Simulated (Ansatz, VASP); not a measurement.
WSe2: VASP beside Ansatz

Contents of INCAR:

```
SYSTEM = WSe2
PREC = Accurate
ENCUT = 520
EDIFF = 1E-6
ISMEAR = 0
SIGMA = 0.05
LREAL = .False.
LASPH = .True.
NELM = 80
ALGO = Normal
ISIF = 2
LWAVE = .False.
LCHARG = .False.
GGA = PE
IVDW = 12
NBANDS = 20
```

File KPOINTS:

```
regular mesh
0
Gamma
  9 9 4
  0 0 0
```

Contents of POSCAR:

```
WSe2
1.0
    3.0658514365      0.0000000000      0.0000000000
   -1.5329257183      3.2230421755      0.0000000000
    0.0000000000      0.0000000000      6.5152257712
W Se
1 2
Direct
    0.0000000000      0.0000000000      0.0000000000
    0.3333333333      0.6666666667      0.2405528385
    0.3333333333      0.6666666667      0.7594471615
```

Input for Ansatz:

```yaml
crystal:
  lattice:
    - [3.0658514365, 0.0, 0.0]
    - [-1.5329257183, 3.2230421755, 0.0]
    - [0.0, 0.0, 6.5152257712]
  atoms:
    - { symbol: W, position: [0.0, 0.0, 0.0] }
    - { symbol: Se, position: [0.3333333333, 0.6666666667, 0.2405528385] }
    - { symbol: Se, position: [0.3333333333, 0.6666666667, 0.7594471615] }
basis:
  ecutwfc: 420
kpoints:
  mp_grid: { grid: [9, 9, 4] }
hamiltonian:
  xc: pbe
  pseudopotentials: { kind: paw, azcp: { folder: soft_1 } }
  dispersion: d3bj
scf:
  occupations: { method: gaussian, width: 0.05 }
output:
  forces: true
  stress: true
  eigenvalues: true
```

Change from the starting cell: strain +e along x and -e along y -0.1000, strain +e along z and -e/2 along x and y -0.0700.

Alike in both runs: task single point; functional PBE; dispersion D3(BJ); k mesh 9 × 9 × 4; occupations gaussian, width 0.05 eV; no spin polarisation.

|  | VASP | Ansatz |
| --- | --- | --- |
| version | VASP 6.6.1 | Ansatz 0.2.0 |
| potentials or method | VASP PAW PBE potentials, release 64 (W_sv, Se), cutoff 520 eV | scalar-relativistic, plane waves, PAW |
| valence electrons in the cell | 26 | 46 |

|  | VASP | Ansatz | Ansatz less VASP |
| --- | --- | --- | --- |
| gap on the k mesh at the Fermi level (eV) | 0.61 | 0.62 | +0.011 |
| least direct gap on the mesh (eV) | 1.02 | 1.02 | +0.003 |
| pressure (GPa) | 6.7 | 6.3 | -0.36 |
| traceless stress, the component that is largest in VASP (GPa) | -17.68 | -17.63 | +0.056 |
| rms of the force components (eV/Å) | 0.880 | 0.854 | -0.0265 |

Atom by atom the forces differ by 0.028 eV/Å (rms over components). VASP's potentials hold 26 valence electrons a cell and Ansatz's 46, so a difference there can come from the potentials and not from the codes.

Spin-orbit coupling is off throughout.
